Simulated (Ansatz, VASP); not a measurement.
# SiC: VASP beside Ansatz

```
Si C
1.0
     3.07423    0.00000    0.00000
    -1.53711    2.66236    0.00000
     0.00000    0.00000   15.06818
Si C
6 6
Direct
  0.66667 0.33333 0.45830
  0.33333 0.66667 0.95830
  0.66667 0.33333 0.79170
  0.33333 0.66667 0.29170
  0.00000 0.00000 0.62500
  0.00000 0.00000 0.12500
  0.66667 0.33333 0.33330
  0.33333 0.66667 0.83330
  0.66667 0.33333 0.66670
  0.33333 0.66667 0.16670
  0.00000 0.00000 0.50000
  0.00000 0.00000 0.00000
```

Alike in both runs: task single point; functional BLYP; k mesh 10 × 10 × 2; occupations fermi-dirac, width 0.05 eV; no spin polarisation.

```csv
,VASP,Ansatz
version,VASP 6.6.1,Ansatz 0.2.0
potentials or method,"VASP PAW PBE potentials, release 64 (Si, C)",Ansatz PAW
plane-wave cutoff (eV),520,420
valence electrons in the cell,48,48
```

VASP gave:

| Property | Result |
| --- | --- |
| gap on the k mesh at the Fermi level (eV) | 2.33 |
| least direct gap on the mesh (eV) | 3.42 |
| pressure (GPa) | 9.9 |
| traceless stress, the component that is largest in VASP (GPa) | 0.59 |
| rms of the force components (eV/Å) | 0.039 |

Problem. What did Ansatz give for the same quantities?

Solution. gap on the k mesh at the Fermi level (eV): 2.33; least direct gap on the mesh (eV): 3.41; pressure (GPa): 9.3; traceless stress, the component that is largest in VASP (GPa): 0.58; rms of the force components (eV/Å): 0.039.

VASP's potentials were made for PBE, not for BLYP. Atom by atom the forces differ by 0.001 eV/Å (rms over components).
